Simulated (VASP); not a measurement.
# PtSe2 (P-3m1) in VASP: further runs, part 2 of 2

VASP 6.6.1. Earlier steps stand in the parts before.

### Step 3. Single point, PBE (24.08 Å³/atom)

This run uses another cell than the first one, of 24.08 Å³/atom.

File INCAR:

```
SYSTEM = PtSe2
ALGO     = Normal         ! electronic algorithm
EDIFF    = 1E-7           ! SCF threshold, eV
ENCUT    = 520            ! plane-wave cutoff, eV
GGA      = PE             ! functional
ISIF     = 2              ! what is computed and relaxed
ISMEAR   = 0              ! smearing method
LASPH    = .True.         ! aspherical terms in the spheres
LCHARG   = .False.        ! write CHGCAR
LREAL    = .False.        ! projectors in reciprocal space
LWAVE    = .False.        ! write WAVECAR
NBANDS   = 18             ! bands
NELM     = 60             ! most SCF steps
PREC     = Accurate       ! precision mode
SIGMA    = 0.02           ! smearing width, eV
```

File KPOINTS:

```
k-points
0
Gamma
  12 12 4
  0 0 0
```

File POSCAR:

```
PtSe2
1.0
    3.7541819798      0.0000000000      0.0000000000
   -1.8770909899      3.2512169650      0.0000000000
    0.0000000000      0.0000000000      5.9194983988
Pt Se
1 2
Direct
    0.0000000000      0.0000000000      0.0000000000
    0.3333333333      0.6666666667      0.2203504449
    0.6666666667      0.3333333333      0.7796495551
```

Potentials or basis: VASP PAW PBE potentials, release 64 (Pt, Se).

On the command line:

```bash
$ cat potpaw_PBE.64/Pt/POTCAR potpaw_PBE.64/Se/POTCAR > POTCAR
$ mpirun -np 1 vasp_std > vasp.out
```

OUTCAR:

```text
SYSTEM = PtSe2
   EDIFF = 1E-7
   ENCUT = 520
   GGA = PE
   ISIF = 2
   ISMEAR = 0
   LASPH = .True.
   LREAL = .False.
   NELM = 60
   PREC = Accurate

 ion  position               nearest neighbor table
   1  0.000  0.000  0.000-   2 2.53   3 2.53   3 2.53   2 2.53   3 2.53   2 2.53
   2  0.333  0.667  0.220-   1 2.53   1 2.53   1 2.53
   3  0.667  0.333  0.780-   1 2.53   1 2.53   1 2.53

  LATTYP: Found a hexagonal cell.
 ALAT       =     3.7541819798
 C/A-ratio  =     1.5767744959

  Lattice vectors:

 A1 = (   3.7541819798,   0.0000000000,   0.0000000000)
 A2 = (  -1.8770909899,   3.2512169650,   0.0000000000)
 A3 = (   0.0000000000,   0.0000000000,   5.9194983988)

Analysis of symmetry for initial positions (statically):
=====================================================================
 Subroutine PRICEL returns:
 Original cell was already a primitive cell.

 Routine SETGRP: Setting up the symmetry group for a
 hexagonal supercell.

 Subroutine GETGRP returns: Found 12 space group operations
 (whereof 12 operations were pure point group operations)
[... 163 lines left out ...]

  energy without entropy =      -14.29724172  energy(sigma->0) =      -14.29724172

 E-fermi :   4.2955     XC(G=0):  -9.5875

 val. band max:        4.1911931340   @ k =   0.0833   0.0833   0.0000
 cond. band min:       4.6660324949   @ k =   0.0000   0.2500   0.2500
 fundamental gap:      0.4748393609
 Fermi energy:         4.2955457242

 k-point     1 :       0.0000    0.0000    0.0000
  band No.  band energies     occupation
      1     -10.3771      2.00000
      2      -8.4023      2.00000
      3      -1.7271      2.00000
      4      -1.4086      2.00000
      5      -1.4086      2.00000
      6       0.8401      2.00000
[... 481 lines left out ...]
      5      -1.0156      2.00000
      6       0.3353      2.00000
[... 10 lines left out ...]
     17      12.6787      0.00000
     18      13.1268      0.00000

 [... further k-points ...]

------------------------ aborting loop because EDIFF is reached ----------------------------------------

  FORCE on cell =-STRESS in cart. coord.  units (eV):
  Direction    XX          YY          ZZ          XY          YZ          ZX
  --------------------------------------------------------------------------------------
  -------------------------------------------------------------------------------------
  Total        0.1272609      0.1272609      0.1212172      0.0000000      0.0000000      0.0000000
  in kB        2.8220145      2.8220145      2.6879953      0.0000000      0.0000000      0.0000000
  external PRESSURE =       2.7773415 kB  Pullay stress =       0.0000000 kB

 VOLUME and BASIS-vectors are now :
 -----------------------------------------------------------------------------
  energy-cutoff  :      520.00
  volume of cell :       72.25
      direct lattice vectors                 reciprocal lattice vectors
     3.754181980  0.000000000  0.000000000     0.266369613  0.153788568  0.000000000
    -1.877090990  3.251216965  0.000000000     0.000000000  0.307577135  0.000000000
     0.000000000  0.000000000  5.919498399     0.000000000  0.000000000  0.168933233

 POSITION                                       TOTAL-FORCE (eV/Angst)
 -----------------------------------------------------------------------------------
      0.00000      0.00000      0.00000         0.000000      0.000000      0.000000
     -0.00000      2.16748      1.30436         0.000000      0.000000     -0.001248
      1.87709      1.08374      4.61513        -0.000000      0.000000      0.001248
 -----------------------------------------------------------------------------------
    total drift:                               -0.000000      0.000000      0.000000

  FREE ENERGIE OF THE ION-ELECTRON SYSTEM (eV)
  ---------------------------------------------------
  free  energy   TOTEN  =       -14.2972417201 eV

  energy  without entropy=      -14.2972417201  energy(sigma->0) =      -14.29724172
```

OSZICAR:

```text
N       E                     dE             d eps       ncg     rms          rms(c)
DAV:   1     0.110836076084E+03    0.11084E+03   -0.98537E+03  2492   0.106E+03
DAV:   2    -0.963474585163E+01   -0.12047E+03   -0.11621E+03  3076   0.205E+02
DAV:   3    -0.150922142734E+02   -0.54575E+01   -0.54228E+01  3118   0.441E+01
DAV:   4    -0.151384032861E+02   -0.46189E-01   -0.46172E-01  2992   0.440E+00
DAV:   5    -0.151390176479E+02   -0.61436E-03   -0.61434E-03  3106   0.495E-01    0.119E+01
DAV:   6    -0.145282917450E+02    0.61073E+00   -0.42026E+00  2576   0.192E+01    0.689E+00
DAV:   7    -0.143149568915E+02    0.21333E+00   -0.83944E-01  2550   0.894E+00    0.353E+00
DAV:   8    -0.142996618295E+02    0.15295E-01   -0.54298E-02  2802   0.157E+00    0.766E-01
DAV:   9    -0.142969315136E+02    0.27303E-02   -0.83371E-03  2776   0.898E-01    0.191E-01
DAV:  10    -0.142972305410E+02   -0.29903E-03   -0.15945E-03  2866   0.236E-01    0.483E-02
DAV:  11    -0.142972356708E+02   -0.51298E-05   -0.64069E-05  3242   0.668E-02    0.290E-02
DAV:  12    -0.142972408725E+02   -0.52017E-05   -0.17274E-05  2656   0.270E-02    0.468E-03
DAV:  13    -0.142972413738E+02   -0.50128E-06   -0.20316E-06  3298   0.884E-03    0.180E-03
DAV:  14    -0.142972416001E+02   -0.22632E-06   -0.24303E-07  2600   0.321E-03    0.963E-04
DAV:  15    -0.142972417018E+02   -0.10167E-06   -0.35098E-08  2284   0.116E-03    0.249E-04
DAV:  16    -0.142972417201E+02   -0.18284E-07   -0.48556E-09  1428   0.574E-04
   1 F= -.14297242E+02 E0= -.14297242E+02  d E =-.176647E-15
```

stdout:

```text
POSCAR found type information on POSCAR PtSe
 POSCAR found :  2 types and       3 ions
 scaLAPACK will be used
 LDA part: xc-table for (Slater+PW92), standard interpolation
 POSCAR, INCAR and KPOINTS ok, starting setup
 FFT: planning ... GRIDC
 FFT: planning ... GRID_SOFT
 FFT: planning ... GRID
 WAVECAR not read
 entering main loop
```

It took 2.5 min on 1 thread of AMD EPYC 7R13, shared host; peak memory 0.22 GiB.

What came out:

```yaml
Free_energy: -14.2972 eV
Pressure: 0.3 GPa
Band_gap_on_the_k_mesh: 0.47 eV (least direct gap 0.68 eV)
```

Levels at points of the mesh, in eV from the valence-band top:
| k point | band 9 | band 10 | band 11 | band 12 | band 13 | band 14 |
| --- | --- | --- | --- | --- | --- | --- |
| (0.00, 0.00, 0.00) | -0.57 | -0.57 | -0.07 | 2.23 | 2.23 | 4.07 |
| (0.50, 0.00, 0.00) | -2.49 | -2.44 | -2.44 | 1.46 | 2.31 | 4.58 |
| (0.00, 0.00, 0.50) | -1.49 | -0.66 | -0.66 | 2.44 | 2.44 | 5.05 |
| (0.50, 0.00, 0.50) | -2.56 | -2.32 | -1.44 | 1.86 | 1.90 | 4.22 |

Caveat: spin-orbit coupling is left out, which moves the levels of the heavy elements; this functional lacks dispersion, which binds layers or chains, so the pressure and a relaxed spacing across them are unreliable. A k mesh can miss the band edges.

### Step 4. Single point, PBE (24.88 Å³/atom)

This run uses another cell than the first one, of 24.88 Å³/atom.

File INCAR:

```
SYSTEM = PtSe2
PREC     = Accurate       ! precision mode
ENCUT    = 520            ! plane-wave cutoff, eV
EDIFF    = 1E-6           ! SCF threshold, eV
ISMEAR   = 0              ! smearing method
SIGMA    = 0.02           ! smearing width, eV
LREAL    = .FALSE.        ! projectors in reciprocal space
LASPH    = .TRUE.         ! aspherical terms in the spheres
NELM     = 60             ! most SCF steps
ALGO     = Normal         ! electronic algorithm
ISIF     = 2              ! what is computed and relaxed
LWAVE    = .FALSE.        ! write WAVECAR
LCHARG   = .FALSE.        ! write CHGCAR
GGA      = PE             ! functional
NBANDS   = 18             ! bands
```

File KPOINTS:

```
Automatic mesh
0
G
  12 12 4
  0 0 0
```

File POSCAR:

```
PtSe2
1.0
    3.7505051026      0.0000000000      0.0000000000
   -1.8752525513      3.2480326959      0.0000000000
    0.0000000000      0.0000000000      6.1266417893
Pt Se
1 2
Direct
    0.0000000000      0.0000000000      0.0000000000
    0.3333333333      0.6666666667      0.2131746813
    0.6666666667      0.3333333333      0.7868253187
```

Potentials or basis: VASP PAW PBE potentials, release 64 (Pt, Se).

On the command line:

```bash
$ cat potpaw_PBE.64/Pt/POTCAR potpaw_PBE.64/Se/POTCAR > POTCAR
$ mpirun -np 1 vasp_std > vasp.out
```

OUTCAR:

```text
SYSTEM = PtSe2
   PREC = Accurate
   ENCUT = 520
   EDIFF = 1E-6
   ISMEAR = 0
   LREAL = .FALSE.
   LASPH = .TRUE.
   NELM = 60
   ISIF = 2
   GGA = PE

 ion  position               nearest neighbor table
   1  0.000  0.000  0.000-   2 2.53   3 2.53   3 2.53   2 2.53   3 2.53   2 2.53
   2  0.333  0.667  0.213-   1 2.53   1 2.53   1 2.53
   3  0.667  0.333  0.787-   1 2.53   1 2.53   1 2.53

  LATTYP: Found a hexagonal cell.
 ALAT       =     3.7505051026
 C/A-ratio  =     1.6335511142

  Lattice vectors:

 A1 = (   3.7505051026,   0.0000000000,   0.0000000000)
 A2 = (  -1.8752525513,   3.2480326959,   0.0000000000)
 A3 = (   0.0000000000,   0.0000000000,   6.1266417893)

Analysis of symmetry for initial positions (statically):
=====================================================================
 Subroutine PRICEL returns:
 Original cell was already a primitive cell.

 Routine SETGRP: Setting up the symmetry group for a
 hexagonal supercell.

 Subroutine GETGRP returns: Found 12 space group operations
 (whereof 12 operations were pure point group operations)
 out of a pool of 24 trial point group operations.

The static configuration has the point symmetry D_3d.

Analysis of symmetry for dynamics (positions and initial velocities):
=====================================================================
 Subroutine PRICEL returns:
 Original cell was already a primitive cell.

 Routine SETGRP: Setting up the symmetry group for a
 hexagonal supercell.

 Subroutine GETGRP returns: Found 12 space group operations
 (whereof 12 operations were pure point group operations)
 out of a pool of 24 trial point group operations.

The dynamic configuration has the point symmetry D_3d.

 Subroutine INISYM returns: Found 12 space group operations
 (whereof 12 operations are pure point group operations),
 and found     1 'primitive' translations

----------------------------------------------------------------------------------------

[... 115 lines left out ...]
  volume/ion in A,a.u.               =      24.88       167.88
  Fermi-wavevector in a.u.,A,eV,Ry     =   1.089527  2.058908 16.151069  1.187070
  Thomas-Fermi vector in A             =   2.225733
   LORBIT       =      0    0 simple, 1 ext, 2 COOP (PROOUT), +10 PAW based schemes
   GGA     = PE    functional components
   LHFCALC =     F    Hartree Fock is set to
   AEXX    =    0.0000 exact exchange contribution
   IVDW    =     0    specifies the selected vdW correction
   LEPSILON=     F    determine dielectric tensor
   LRPA    =     F    only Hartree local field effects (RPA)
 non-spin polarized calculation
 Gauss-broadening in eV      SIGMA  =   0.02
  energy-cutoff  :      520.00
  volume of cell :       74.63
 maximum number of plane-waves:      2031
   NGX = 13   NGY = 13   NGZ = 23

 number of electron      21.9999996 magnetization

 Free energy of the ion-electron system (eV)
  ---------------------------------------------------
  ext. energy  EPLUGINS =         0.00000000
  ---------------------------------------------------
  free energy    TOTEN  =       -14.30071343 eV

  energy without entropy =      -14.30071343  energy(sigma->0) =      -14.30071343

 E-fermi :   3.8812     XC(G=0):  -9.3752

 val. band max:        3.7722365800   @ k =   0.0833   0.0833   0.0000
 cond. band min:       4.3990287929   @ k =   0.0000   0.2500   0.2500
 fundamental gap:      0.6267922128
 Fermi energy:         3.8811636059

 k-point     1 :       0.0000    0.0000    0.0000
  band No.  band energies     occupation
      1     -10.6502      2.00000
      2      -8.7403      2.00000
      3      -1.9440      2.00000
      4      -1.7035      2.00000
      5      -1.7035      2.00000
      6       0.5389      2.00000
[... 481 lines left out ...]
      5      -1.3379      2.00000
      6       0.0435      2.00000
[... 10 lines left out ...]
     17      12.2448      0.00000
     18      12.7964      0.00000

 [... further k-points ...]

------------------------ aborting loop because EDIFF is reached ----------------------------------------

  FORCE on cell =-STRESS in cart. coord.  units (eV):
  Direction    XX          YY          ZZ          XY          YZ          ZX
  --------------------------------------------------------------------------------------
  -------------------------------------------------------------------------------------
  Total        0.1200941      0.1200941      0.0856556      0.0000000      0.0000000      0.0000000
  in kB        2.5780993      2.5780993      1.8387971      0.0000000      0.0000000      0.0000000
  external PRESSURE =       2.3316652 kB  Pullay stress =       0.0000000 kB

 VOLUME and BASIS-vectors are now :
 -----------------------------------------------------------------------------
  energy-cutoff  :      520.00
  volume of cell :       74.63
      direct lattice vectors                 reciprocal lattice vectors
     3.750505103  0.000000000  0.000000000     0.266630753  0.153939337  0.000000000
    -1.875252551  3.248032696  0.000000000     0.000000000  0.307878674  0.000000000
     0.000000000  0.000000000  6.126641789     0.000000000  0.000000000  0.163221555

 POSITION                                       TOTAL-FORCE (eV/Angst)
 -----------------------------------------------------------------------------------
      0.00000      0.00000      0.00000        -0.000000      0.000000     -0.000000
     -0.00000      2.16536      1.30604         0.000000      0.000000      0.007090
      1.87525      1.08268      4.82060        -0.000000      0.000000     -0.007090
 -----------------------------------------------------------------------------------
    total drift:                                0.000000      0.000000     -0.000000

  FREE ENERGIE OF THE ION-ELECTRON SYSTEM (eV)
  ---------------------------------------------------
  free  energy   TOTEN  =       -14.3007134277 eV

  energy  without entropy=      -14.3007134277  energy(sigma->0) =      -14.30071343
```

OSZICAR:

```text
N       E                     dE             d eps       ncg     rms          rms(c)
DAV:   1     0.114189493107E+03    0.11419E+03   -0.97279E+03  2484   0.105E+03
DAV:   2    -0.913958046827E+01   -0.12333E+03   -0.11880E+03  3026   0.205E+02
DAV:   3    -0.150901055404E+02   -0.59505E+01   -0.59053E+01  3042   0.456E+01
DAV:   4    -0.151458194897E+02   -0.55714E-01   -0.55681E-01  3046   0.478E+00
DAV:   5    -0.151465612890E+02   -0.74180E-03   -0.74177E-03  3124   0.532E-01    0.119E+01
DAV:   6    -0.145299519807E+02    0.61661E+00   -0.41820E+00  2570   0.192E+01    0.685E+00
DAV:   7    -0.143189319399E+02    0.21102E+00   -0.84153E-01  2566   0.895E+00    0.351E+00
DAV:   8    -0.143031478195E+02    0.15784E-01   -0.54876E-02  2868   0.158E+00    0.761E-01
DAV:   9    -0.143003824731E+02    0.27653E-02   -0.85691E-03  2816   0.907E-01    0.193E-01
DAV:  10    -0.143007003661E+02   -0.31789E-03   -0.16321E-03  2826   0.239E-01    0.503E-02
DAV:  11    -0.143007066026E+02   -0.62364E-05   -0.68639E-05  3202   0.699E-02    0.291E-02
DAV:  12    -0.143007128472E+02   -0.62447E-05   -0.19028E-05  2652   0.285E-02    0.444E-03
DAV:  13    -0.143007134277E+02   -0.58049E-06   -0.20715E-06  2938   0.927E-03
   1 F= -.14300713E+02 E0= -.14300713E+02  d E =-.154106E-16
```

Run time: 2.2 min. Hardware: 1 thread of AMD EPYC 7R13, shared host; peak memory 0.22 GiB.

Results:

| Item | Value |
| --- | --- |
| Free energy | -14.3007 eV |
| Pressure | 0.2 GPa |
| Largest force | 0.007 eV/Å |
| Band gap on the k mesh | 0.63 eV (least direct gap 0.82 eV) |

Forces in eV/Å, atoms in the order of the input:
```
Pt   0.000  0.000  0.000
Se   0.000  0.000  0.007
Se   0.000  0.000 -0.007
```

Caveat: spin-orbit coupling is left out, which moves the levels of the heavy elements; this functional lacks dispersion, which binds layers or chains, so the pressure and a relaxed spacing across them are unreliable. A k mesh can miss the band edges.

### Step 5. The runs side by side

```csv
cell,gap on the mesh (eV),pressure (GPa)
"a = 3.757, b = 3.757, c = 5.716 Å, angles 90.0, 90.0, 120.0°, 3 atoms, atomic positions A",0.29,0.5
"a = 3.754, b = 3.754, c = 5.919 Å, angles 90.0, 90.0, 120.0°, 3 atoms, atomic positions B",0.47,0.3
"a = 3.751, b = 3.751, c = 6.127 Å, angles 90.0, 90.0, 120.0°, 3 atoms, atomic positions C",0.63,0.2
```

Alike in all rows: task single point; level PBE; potentials or basis VASP PAW PBE potentials, release 64 (Pt, Se); no spin polarisation; k mesh 12 × 12 × 4; cutoff (eV) 520; smearing gaussian 0.02 eV.

Caveats: spin-orbit coupling is left out, which moves the levels of the heavy elements; this functional lacks dispersion, which binds layers or chains, so the pressure and a relaxed spacing across them are unreliable.

Absolute energies hang on the potentials; compare differences alone.
